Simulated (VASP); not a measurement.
Crystal: ZrB2W3.

```
Zr B W
1.0
     4.13328    0.00000    0.00000
    -2.06664    3.57953    0.00000
     0.00000    0.00000    6.63598
Zr B W
1 2 3
Direct
  0.00000 0.00000 0.00000
  0.66667 0.33333 0.74363
  0.33333 0.66667 0.25637
  0.66667 0.33333 0.35759
  0.33333 0.66667 0.64241
  0.00000 0.00000 0.50000
```

The cell was generated, and may not be a known phase.

| Quantity | Value |
| --- | --- |
| Program | VASP 6.6.1 |
| Task | relaxation of cell and atoms |
| Functional | PBE |
| Potentials or basis | VASP PAW PBE potentials, release 64 (Zr_sv, B, W_sv) |
| Cutoff | 600 eV |
| k mesh | 6 × 6 × 4 |
| Occupations | gaussian, width 0.1 eV |
| Spin | no spin polarisation |

At the start: pressure -13.6 GPa; volume 16.36 Å³/atom.

**Question.** How do energy, volume and symmetry change on relaxing?

**Answer.** Over 17 steps the energy falls by 179.2 meV/atom and the volume is 14.48 Å³/atom (-11.5 %); space group P-3m1 (No. 164, to 0.1 Å) before and after.

Step by step:
```
step  energy change (eV)  largest force (eV/Å)  pressure (GPa)  volume (Å³)
   1              0.0000                1.4344          -13.63        98.18
   2              0.2537                3.6851           31.61        79.61
   3              1.2322                2.9752            3.30        89.92
   4             -0.5622                2.3103            4.16        88.51
   5             -0.2952                0.6985            1.43        86.60
   6             -0.7586                0.3628            0.60        86.24
   7             -1.0356                0.1430            0.32        86.19
   8             -0.9330                0.1443           -0.24        86.43
   9             -1.0043                0.2520           -0.70        86.60
  10             -1.0645                0.2838           -0.59        86.54
  11             -1.0687                0.1528            1.44        86.07
  12             -1.0691                0.1836            0.98        86.18
  13             -1.0745                0.0838           -0.02        86.82
  14             -1.0748                0.0468           -0.36        87.04
  15             -1.0748                0.0485           -0.30        87.01
  16             -1.0752                0.0526            0.35        86.83
  17             -1.0753                0.0186            0.14        86.89
```

Final structure:
```
Zr B W
1.0
     4.10163    0.00000    0.00000
    -2.05081    3.55212    0.00000
     0.00000    0.00000    5.96402
Zr B W
1 2 3
Direct
  0.00000 0.00000 0.00000
  0.66667 0.33333 0.73241
  0.33333 0.66667 0.26759
  0.66667 0.33333 0.32969
  0.33333 0.66667 0.67031
  0.00000 0.00000 0.50000
```
